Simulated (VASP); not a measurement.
# GdN: single point with PBE

Crystal: GdN.

```
Gd N
1.0
     4.08493    0.00000    0.00000
    -2.04246    3.53765    0.00000
     0.00000    0.00000    5.11101
Gd N
2 2
Direct
  0.66667 0.33333 0.04760
  0.33333 0.66667 0.54760
  0.66667 0.33333 0.57760
  0.33333 0.66667 0.07760
```

```
Program             : VASP 6.6.1
Task                : single point
Functional          : PBE
Potentials or basis : VASP PAW PBE potentials, release 64 (Gd, N)
Cutoff              : 520 eV
k mesh              : 10 × 10 × 8
Occupations         : gaussian, width 0.05 eV
Spin                : collinear spin, ferromagnetic start
Starting moments    : [7.5, 7.5, 0.0, 0.0] μB
```

```yaml
Pressure: -2.1 GPa
Largest_force: 0.008 eV/Å
Band_gap_on_the_k_mesh: 0.87 eV (least direct gap 1.00 eV)
Net_moment: 14.00 μB per cell
Site_moments: Gd +6.80; N -0.07 μB
Valence_electrons_inside_the_program's_atomic_spheres: Gd 15.23; N 3.65
```

Forces on the atoms (eV/Å):
```
Gd   0.000  0.000  0.008
Gd   0.000  0.000  0.008
N    0.000  0.000 -0.008
N    0.000  0.000 -0.008
```

Levels at points of the mesh, in eV from the valence-band top:
Spin up:
```csv
k point,band 27,band 28,band 29,band 30,band 31,band 32,band 33,band 34
"(0.00, 0.00, 0.00)",-2.15,-2.15,-1.31,0.00,1.51,2.56,2.56,4.54
"(0.50, 0.00, 0.00)",-1.21,-1.01,-0.98,-0.69,1.73,2.32,2.40,4.97
"(0.00, 0.00, 0.50)",-2.51,-2.51,-2.35,-2.35,3.04,3.04,4.93,4.93
"(0.50, 0.00, 0.50)",-1.84,-1.84,-1.15,-1.15,2.92,2.92,4.30,4.30
```
Spin down:
```tsv
k point	band 12	band 13	band 14	band 15	band 16	band 17	band 18	band 19	band 20	band 21
(0.00, 0.00, 0.00)	-2.42	-1.99	-1.99	-1.01	-0.92	1.00	1.82	1.82	1.87	1.87
(0.50, 0.00, 0.00)	-2.07	-1.32	-1.23	-1.17	-0.97	1.50	1.70	1.84	1.96	1.98
(0.00, 0.00, 0.50)	-2.50	-2.38	-2.38	-2.38	-2.38	1.67	1.67	1.84	1.84	1.84
(0.50, 0.00, 0.50)	-3.16	-1.95	-1.95	-1.22	-1.22	1.73	1.73	1.89	1.89	1.95
```

It took 29 min on 1 thread of AMD EPYC 9R45 96-Core Processor (Zen 5), with other jobs on the host, peak memory 0.4 GiB.

Caveat: spin-orbit coupling is left out, which moves the levels of the heavy elements; semilocal functionals describe open f shells poorly, which spoils levels, moments and volumes. The state reached can hang on the start; a lower one may exist.
